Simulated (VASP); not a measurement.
Crystal: HgS3.

```
Hg S
1.0
     3.73204    2.15470    2.80148
    -3.73204    2.15470    2.80148
     0.00000   -4.30939    2.80148
Hg S
1 3
Direct
  0.50410 0.50410 0.50410
  0.73270 0.01253 0.01253
  0.01253 0.73270 0.01253
  0.01253 0.01253 0.73270
```

The cell was generated, and may not be a known phase.

```yaml
Program: VASP 6.6.1
Task: relaxation of cell and atoms
Functional: PBE
Potentials_or_basis: VASP PAW PBE potentials, release 64 (Hg, S)
Cutoff: 600 eV
k_mesh: 6 × 6 × 6
Occupations: gaussian, width 0.02 eV
Spin: no spin polarisation
```

At the start: pressure -0.1 GPa; volume 33.79 Å³/atom.

**Question.** How do energy, volume and symmetry change on relaxing?

**Answer.** Over 57 steps the energy falls by 9.5 meV/atom and the volume is 34.08 Å³/atom (+0.8 %); space group R3m (No. 160, to 0.1 Å) before and after.

Step by step:
```csv
step,energy change (eV),largest force (eV/Å),pressure (GPa),volume (Å³)
1,0.0000,0.2116,-0.08,135.17
3,-0.0014,0.0205,0.20,135.03
5,-0.0056,0.0088,0.14,137.65
7,-0.0099,0.1100,0.06,149.77
9,-0.0102,0.0203,-0.07,150.21
11,-0.0116,0.0207,-0.08,148.04
13,-0.0128,0.0756,-0.09,143.45
15,-0.0131,0.0396,0.02,142.71
17,-0.0131,0.0395,0.02,142.66
19,-0.0134,0.0382,0.02,142.61
21,-0.0144,0.0334,0.02,142.43
23,-0.0182,0.0167,0.02,141.67
25,-0.0313,0.0729,0.08,138.31
27,-0.0322,0.0970,0.11,138.09
29,-0.0341,0.1116,0.14,137.38
31,-0.0347,0.1192,0.17,136.88
33,-0.0352,0.0540,0.07,136.89
35,-0.0354,0.0279,0.00,136.89
37,-0.0355,0.0273,0.00,136.89
39,-0.0359,0.0227,-0.01,136.87
41,-0.0370,0.0290,-0.05,136.80
43,-0.0371,0.0369,-0.06,136.77
45,-0.0372,0.0108,0.01,136.62
47,-0.0376,0.0137,0.00,136.00
49,-0.0377,0.0121,-0.01,136.06
51,-0.0379,0.0578,-0.09,136.31
53,-0.0379,0.0549,-0.08,136.31
55,-0.0380,0.0421,-0.06,136.31
57,-0.0381,0.0090,0.01,136.30
```

Final structure:
```xyz
4
Lattice="4.0325 2.3282 2.4197 -4.0325 2.3282 2.4197 0.0000 -4.6564 2.4197" Properties=species:S:1:pos:R:3 pbc="T T T"
Hg    0.0000    0.0000    3.2381
S     2.9919    1.7274    1.9739
S    -2.9919    1.7274    1.9739
S     0.0000   -3.4547    1.9739
```
